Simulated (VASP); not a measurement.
# SiS2 (Ibam) in VASP: notebook, part 2 of 2

VASP 6.6.1. The steps go on from the part before.

### Step 3. Single point, r2SCAN+D3(BJ) (24.86 Å³/atom)

This run uses another cell than the first one, of 24.86 Å³/atom.

Contents of POSCAR:

```
SiS2
1.0
   -2.7714231724      4.8765576581      2.7594551382
    2.7714231724     -4.8765576581      2.7594551382
    2.7714231724      4.8765576581     -2.7594551382
Si S
2 4
Direct
    0.7500000000      0.7500000000      0.0000000000
    0.2500000000      0.2500000000      0.0000000000
    0.8836150158      0.7910812656      0.6746962814
    0.1163849842      0.2089187344      0.3253037186
    0.3836150158      0.7089187344      0.0925337502
    0.6163849842      0.2910812656      0.9074662498
```

Contents of INCAR.step1:

```
SYSTEM = SiS2
PREC = Accurate
ENCUT = 550
ISMEAR = 0
SIGMA = 0.05
LREAL = .FALSE.
LASPH = .TRUE.
NELM = 120
NBANDS = 25
GGA = PE
ALGO = Normal
EDIFF = 1E-5
LWAVE = .TRUE.
LCHARG = .FALSE.
GGA_COMPAT = .FALSE.
```

Contents of INCAR.step2:

```
SYSTEM = SiS2
PREC = Accurate
ENCUT = 550
EDIFF = 1E-6
ISMEAR = 0
SIGMA = 0.05
LREAL = .FALSE.
LASPH = .TRUE.
NELM = 120
ALGO = Normal
ISIF = 2
LWAVE = .FALSE.
LCHARG = .FALSE.
METAGGA = R2SCAN
LMIXTAU = .TRUE.
IVDW = 12
VDW_S6 = 1.0
VDW_S8 = 0.78981345
VDW_A1 = 0.49484001
VDW_A2 = 5.73083694
NBANDS = 25
ISTART = 1
GGA_COMPAT = .FALSE.
```

Contents of KPOINTS:

```
Automatic mesh
0
G
  6 6 6
  0 0 0
```

Potentials or basis: VASP PAW PBE potentials, release 64 (Si, S).

Launch:

```bash
cat potpaw_PBE.64/Si/POTCAR potpaw_PBE.64/S/POTCAR > POTCAR
cp INCAR.step1 INCAR
mpirun -np 1 vasp_std > vasp.out
cp INCAR.step2 INCAR
mpirun -np 1 vasp_std > vasp.out
```

OUTCAR:

```text
SYSTEM = SiS2
   PREC = Accurate
   ENCUT = 550
   EDIFF = 1E-6
   ISMEAR = 0
   LREAL = .FALSE.
   LASPH = .TRUE.
   NELM = 120
   ISIF = 2
   METAGGA = R2SCAN
   IVDW = 12
   ISTART = 1
 IVDW          = 12

 ion  position               nearest neighbor table
   1  0.750  0.750  0.000-   3 2.13   4 2.13   5 2.13   6 2.13   2 2.76   2 2.76
   2  0.250  0.250  0.000-   4 2.13   3 2.13   5 2.13   6 2.13   1 2.76   1 2.76
   3  0.884  0.791  0.675-   1 2.13   2 2.13
   4  0.116  0.209  0.325-   2 2.13   1 2.13
   5  0.384  0.709  0.093-   1 2.13   2 2.13
   6  0.616  0.291  0.907-   1 2.13   2 2.13

  LATTYP: Found a body centered orthorhombic cell.
 ALAT       =     5.5189102764
 B/A-ratio  =     1.0043371005
 C/A-ratio  =     1.7672175897

  Lattice vectors:

 A1 = (   2.7714231724,   4.8765576581,  -2.7594551382)
 A2 = (  -2.7714231724,   4.8765576581,   2.7594551382)
 A3 = (   2.7714231724,  -4.8765576581,   2.7594551382)

[... 183 lines left out ...]

 E-fermi :   2.0333     XC(G=0):  -8.6391

 val. band max:        1.7968651646   @ k =  -0.3333   0.3333   0.1667
 cond. band min:       5.0680056167   @ k =   0.5000  -0.3333   0.3333
 fundamental gap:      3.2711404521
 Fermi energy:         2.0332531222

 k-point     1 :       0.0000    0.0000    0.0000
  band No.  band energies     occupation
      1     -13.5217      2.00000
      2     -11.3194      2.00000
      3     -10.7078      2.00000
      4     -10.5886      2.00000
      5      -5.9879      2.00000
      6      -4.3378      2.00000
[... 661 lines left out ...]
     24       8.6013      0.00000
     25      10.5246      0.00000

 [... further k-points ...]

------------------------ aborting loop because EDIFF is reached ----------------------------------------

 Edisp (eV)   -0.68502

 E8    (eV) :    -0.1948

  FORCE on cell =-STRESS in cart. coord.  units (eV):
  Direction    XX          YY          ZZ          XY          YZ          ZX
  --------------------------------------------------------------------------------------
  -------------------------------------------------------------------------------------
  Total      -0.22287    -0.24713    -0.14124     0.00000     0.00000     0.00000
  in kB      -2.39364    -2.65422    -1.51689     0.00000     0.00000     0.00000
  external pressure =       -2.19 kB  Pullay stress =        0.00 kB

 VOLUME and BASIS-vectors are now :
 -----------------------------------------------------------------------------
  energy-cutoff  :      550.00
  volume of cell :      149.18
      direct lattice vectors                 reciprocal lattice vectors
    -2.771423172  4.876557658  2.759455138     0.000000000  0.102531342  0.181195191
     2.771423172 -4.876557658  2.759455138     0.180412723  0.000000000  0.181195191
     2.771423172  4.876557658 -2.759455138     0.180412723  0.102531342  0.000000000

 POSITION                                       TOTAL-FORCE (eV/Angst)
 -----------------------------------------------------------------------------------
      0.00000      0.00000      4.13918        -0.000000      0.000000      0.000000
      0.00000      0.00000      1.37973        -0.000000      0.000000      0.000000
      1.61342      3.74144      2.75946        -0.011966     -0.011609     -0.000000
      1.15800      1.13512      0.00000         0.011966      0.011609      0.000000
      1.15800     -1.13512      2.75946         0.011966     -0.011609      0.000000
      1.61342      6.01167      0.00000        -0.011966      0.011609     -0.000000
 -----------------------------------------------------------------------------------
    total drift:                                0.000000      0.000000     -0.000000

  FREE ENERGIE OF THE ION-ELECTRON SYSTEM (eV)
  ---------------------------------------------------
  free  energy   TOTEN  =       -54.8487118230 eV

  energy  without entropy=      -54.8487118230  energy(sigma->0) =      -54.84871182
```

OUTCAR.step1:

```text
SYSTEM = SiS2
   PREC = Accurate
   ENCUT = 550
   ISMEAR = 0
   LREAL = .FALSE.
   LASPH = .TRUE.
   NELM = 120
[... 911 lines left out ...]
      1.15800      1.13512      0.00000         0.206545      0.201040      0.000000
      1.15800     -1.13512      2.75946         0.206545     -0.201040     -0.000000
      1.61342      6.01167      0.00000        -0.206545      0.201040     -0.000000
 -----------------------------------------------------------------------------------
    total drift:                                0.000000      0.000000     -0.000000

  FREE ENERGIE OF THE ION-ELECTRON SYSTEM (eV)
  ---------------------------------------------------
  free  energy   TOTEN  =       -31.3177620605 eV

  energy  without entropy=      -31.3177620605  energy(sigma->0) =      -31.31776206
```

OSZICAR.step1:

```text
N       E                     dE             d eps       ncg     rms          rms(c)
DAV:   1     0.158356376461E+03    0.15836E+03   -0.13380E+04  2300   0.112E+03
DAV:   2    -0.189646168271E+02   -0.17732E+03   -0.16671E+03  3134   0.192E+02
DAV:   3    -0.320831275658E+02   -0.13119E+02   -0.13012E+02  3055   0.553E+01
DAV:   4    -0.323303847079E+02   -0.24726E+00   -0.24687E+00  2888   0.919E+00
DAV:   5    -0.323374466232E+02   -0.70619E-02   -0.70586E-02  3093   0.153E+00    0.185E+01
DAV:   6    -0.314453763478E+02    0.89207E+00   -0.13174E+00  2588   0.484E+00    0.107E+01
DAV:   7    -0.313210073988E+02    0.12437E+00   -0.10906E+00  2789   0.442E+00    0.314E+00
DAV:   8    -0.313182000747E+02    0.28073E-02   -0.11505E-01  2746   0.165E+00    0.871E-01
DAV:   9    -0.313176285714E+02    0.57150E-03   -0.46965E-03  3040   0.351E-01    0.512E-01
DAV:  10    -0.313177834280E+02   -0.15486E-03   -0.19250E-03  2794   0.217E-01    0.129E-01
DAV:  11    -0.313177562380E+02    0.27190E-04   -0.14351E-04  2983   0.667E-02    0.632E-02
DAV:  12    -0.313177620605E+02   -0.58225E-05   -0.13649E-05  1798   0.199E-02
   1 F= -.31317762E+02 E0= -.31317762E+02  d E =-.192307E-11
```

Wall time 33 min (1 thread of Oxide Virtual Turin-like, shared host); peak memory 0.41 GiB.

Results:

- Free energy: -54.8487 eV
- Pressure: -0.2 GPa
- Largest force: 0.017 eV/Å
- Band gap on the k mesh: 3.27 eV (least direct gap 3.56 eV)
- Dispersion energy per atom: -0.114 eV

Forces in eV/Å, atoms in the order of the input:
```
Si   0.000  0.000  0.000
Si   0.000  0.000  0.000
S   -0.012 -0.012  0.000
S    0.012  0.012  0.000
S    0.012 -0.012  0.000
S   -0.012  0.012  0.000
```

Levels at points of the mesh, in eV from the valence-band top:
| k point | band 14 | band 15 | band 16 | band 17 | band 18 | band 19 |
| --- | --- | --- | --- | --- | --- | --- |
| (0.00, 0.00, 0.00) | -0.85 | -0.79 | -0.52 | 3.94 | 4.44 | 4.65 |
| (0.50, 0.00, 0.00) | -1.28 | -0.75 | -0.75 | 3.89 | 3.89 | 5.52 |
| (0.00, 0.50, 0.00) | -1.01 | -0.65 | -0.65 | 3.81 | 3.81 | 5.17 |
| (0.50, 0.50, 0.00) | -1.37 | -1.10 | -0.03 | 4.51 | 5.12 | 5.40 |
| (0.50, 0.50, 0.50) | -1.98 | -1.43 | -0.27 | 3.29 | 4.36 | 4.66 |

Caveat: three body term missing; the PAW data sets were made with another functional, which shifts forces and pressure a little. r2SCAN opens gaps a little over a GGA but as a rule still falls short of measured ones.

### Step 4. Single point, r2SCAN+D3(BJ)

This run uses another cell than the first one, of 24.96 Å³/atom.

Edit POSCAR of step 3 so:

```diff
@@ -2,5 +2,5 @@
 1.0
-   -2.7714231724      4.8765576581      2.7594551382
-    2.7714231724     -4.8765576581      2.7594551382
-    2.7714231724      4.8765576581     -2.7594551382
+   -2.7751282880      4.8830771280      2.7631442537
+    2.7751282880     -4.8830771280      2.7631442537
+    2.7751282880      4.8830771280     -2.7631442537
 Si S
```

Contents of INCAR.step1:

```
SYSTEM = SiS2
ALGO = Normal ; EDIFF = 1E-5
ENCUT = 550 ; GGA = PE
GGA_COMPAT = .False. ; ISMEAR = 0
LASPH = .True. ; LCHARG = .False.
LREAL = .False. ; LWAVE = .True.
NBANDS = 25 ; NELM = 120
PREC = Accurate ; SIGMA = 0.05
```

Contents of INCAR.step2:

```
SYSTEM = SiS2
ALGO = Normal ; EDIFF = 1E-6
ENCUT = 550 ; GGA_COMPAT = .False.
ISIF = 2 ; ISMEAR = 0
ISTART = 1 ; IVDW = 12
LASPH = .True. ; LCHARG = .False.
LMIXTAU = .True. ; LREAL = .False.
LWAVE = .False. ; METAGGA = R2SCAN
NBANDS = 25 ; NELM = 120
PREC = Accurate ; SIGMA = 0.05
VDW_A1 = 0.49484001 ; VDW_A2 = 5.73083694
VDW_S6 = 1.0 ; VDW_S8 = 0.78981345
```

Contents of KPOINTS:

```
k-points
0
Gamma
  6 6 6
  0 0 0
```

Launch:

```bash
cat potpaw_PBE.64/Si/POTCAR potpaw_PBE.64/S/POTCAR > POTCAR
cp INCAR.step1 INCAR
mpirun -np 1 vasp_std > vasp.out
cp INCAR.step2 INCAR
mpirun -np 1 vasp_std > vasp.out
```

It took 25 min on 1 thread of Oxide Virtual Turin-like, shared host; peak memory 0.41 GiB.

Results (log left out):

| Property | Result |
| --- | --- |
| Free energy | -54.8474 eV |
| Pressure | -0.5 GPa |
| Largest force | 0.049 eV/Å |
| Band gap on the k mesh | 3.26 eV (least direct gap 3.55 eV) |
| Dispersion energy per atom | -0.114 eV |

Forces in eV/Å, atoms in the order of the input:
```
Si   0.000  0.000  0.000
Si   0.000  0.000  0.000
S    0.035  0.034  0.000
S   -0.035 -0.034  0.000
S   -0.035  0.034  0.000
S    0.035 -0.034  0.000
```

Levels at points of the mesh, in eV from the valence-band top:
```tsv
k point	band 12	band 13	band 14	band 15	band 16	band 17	band 18	band 19	band 20	band 21
(0.00, 0.00, 0.00)	-2.07	-1.68	-0.84	-0.79	-0.52	3.95	4.42	4.62	5.95	6.50
(0.50, 0.00, 0.00)	-2.12	-1.27	-1.27	-0.75	-0.75	3.88	3.88	5.51	5.51	6.34
(0.00, 0.50, 0.00)	-2.10	-1.00	-1.00	-0.65	-0.65	3.79	3.79	5.17	5.17	6.27
(0.50, 0.50, 0.00)	-2.18	-1.95	-1.36	-1.09	-0.02	4.49	5.11	5.39	5.41	5.96
(0.50, 0.50, 0.50)	-2.22	-2.08	-1.98	-1.42	-0.27	3.28	4.36	4.66	5.43	5.61
```

Caveat: three body term missing; the PAW data sets were made with another functional, which shifts forces and pressure a little.

### Step 5. Overview

```csv
task,level,cell,cutoff (eV),gap on the mesh (eV),pressure (GPa),largest force (eV/Å)
relaxation of shape and atoms at fixed volume,RPBE,"relaxed from a = 7.752 Å, angles 126.1, 71.2, 137.2°, 6 atoms, atomic positions A",500,3.29,-0.1,-
single point,r2SCAN+D3(BJ),"a = 6.251 Å, angles 127.4, 77.5, 127.6°, 6 atoms, atomic positions B",550,3.27,-0.2,0.02
single point,r2SCAN+D3(BJ),"a = 6.259 Å, angles 127.4, 77.5, 127.6°, 6 atoms, atomic positions B",550,3.26,-0.5,0.05
```

Alike in all rows: potentials or basis VASP PAW PBE potentials, release 64 (Si, S); no spin polarisation; k mesh 6 × 6 × 6; smearing gaussian 0.05 eV.

Caveats: the PAW data sets were made with another functional, which shifts forces and pressure a little; three body term missing (at least some runs); this functional lacks dispersion, which binds layers or chains, so the pressure and a relaxed spacing across them are unreliable (at least some runs).

Total energies depend on the potentials used, so only differences within one code and one set of settings carry meaning.
